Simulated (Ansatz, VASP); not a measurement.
# MgO: VASP beside Ansatz

```
CELL_PARAMETERS angstrom
3.43408 0.00000 0.00000
-1.71704 2.97400 0.00000
0.00000 0.00000 4.17804
ATOMIC_POSITIONS crystal
Mg 0.66667 0.33333 0.75000
Mg 0.33333 0.66667 0.25000
O 0.66667 0.33333 0.25000
O 0.33333 0.66667 0.75000
```

Change from the starting cell: strain -0.015 along x and y, +0.000 along z, atoms carried along.

Alike in both runs: task single point; functional PBE; k mesh 6 × 6 × 6; occupations gaussian, width 0.05 eV; no spin polarisation.

```csv
,VASP,Ansatz
version,VASP 6.6.1,Ansatz 0.2.0
potentials or method,"VASP PAW PBE potentials, release 64 (Mg, O), cutoff 520 eV","scalar-relativistic, plane waves, PAW"
valence electrons in the cell,16,32
```

Ansatz gave:

| Property | Result |
| --- | --- |
| gap on the k mesh at the Fermi level (eV) | 3.60 |
| least direct gap on the mesh (eV) | 3.60 |
| pressure (GPa) | 9.1 |
| traceless stress, the component that is largest in VASP (GPa) | -1.20 |

**Question.** What did VASP give for the same quantities?

**Answer.** gap on the k mesh at the Fermi level (eV): 3.58; least direct gap on the mesh (eV): 3.58; pressure (GPa): 8.6; traceless stress, the component that is largest in VASP (GPa): -1.32.

VASP's potentials hold 16 valence electrons a cell and Ansatz's 32, so a difference there can come from the potentials and not from the codes.
